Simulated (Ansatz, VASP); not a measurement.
# Ta in VASP and in Ansatz

INCAR

```
PREC     = Accurate       # precision mode
ENCUT    = 600            # plane-wave cutoff, eV
EDIFF    = 1E-7           # SCF threshold, eV
ISMEAR   = -1             # smearing method
SIGMA    = 0.1            # smearing width, eV
LREAL    = False          # projectors in reciprocal space
LASPH    = True           # aspherical terms in the spheres
NELM     = 60             # most SCF steps
ALGO     = Normal         # electronic algorithm
ISIF     = 3              # what is computed and relaxed
LWAVE    = False          # write WAVECAR
LCHARG   = False          # write CHGCAR
GGA      = B5             # functional
ALDAX    = 1.0          
AGGAX    = 1.0          
AGGAC    = 1.0          
ALDAC    = 0.0          
IBRION   = 2              # ionic algorithm
NSW      = 80             # ionic steps
EDIFFG   = -0.01          # ionic threshold
```

KPOINTS

```
Automatic mesh
0
Gamma
  13 13 13
```

File POSCAR:

```
Ta
1.0
    0.0000000000      2.0825235034      2.0825235034
    2.0825235034      0.0000000000      2.0825235034
    2.0825235034      2.0825235034      0.0000000000
Ta
1
Direct
    0.0000000000      0.0000000000      0.0000000000
```

Input for Ansatz:

```yaml
crystal:
  lattice:
    - [0.0, 2.0825235034, 2.0825235034]
    - [2.0825235034, 0.0, 2.0825235034]
    - [2.0825235034, 2.0825235034, 0.0]
  atoms:
    - { symbol: Ta, position: [0.0, 0.0, 0.0] }
hamiltonian:
  xc: blyp
  pseudopotentials:
    kind: paw
    azcp:
      Ta: "pseudopotentials/Ta.paw.azcp"
basis:
  ecutwfc: 420
  fft_grid_basis: typed
kpoints:
  mp_grid: { grid: [13, 13, 13], shift: [0, 0, 0] }
magnetization:
  spin_polarized: false
scf:
  occupations: { method: fermi_dirac, width: 0.1 }
relax:
  max_steps: 60
  f_tol: 0.01
  cell: {}
```

Alike in both runs: task relaxation of cell and atoms; functional BLYP; k mesh 13 × 13 × 13; occupations fermi-dirac, width 0.1 eV; no spin polarisation.

|  | VASP | Ansatz |
| --- | --- | --- |
| version | VASP 6.6.1 | Ansatz 0.2.0 |
| potentials or method | VASP PAW PBE potentials, release 64 (Ta_pv), cutoff 600 eV | plane waves (420 eV) with PAW, scalar-relativistic |
| valence electrons in the cell | 11 | 13 |

```tsv
	VASP	Ansatz	Ansatz less VASP
relaxed volume (Å³/atom)	19.49	19.39	-0.100
relaxed cell length with the largest relative difference (Å)	3.021	3.016	-0.0052
```

VASP's potentials were made for PBE, not for BLYP. VASP's potentials hold 11 valence electrons a cell and Ansatz's 13, so a difference there can come from the potentials and not from the codes.

Spin-orbit coupling is off throughout.
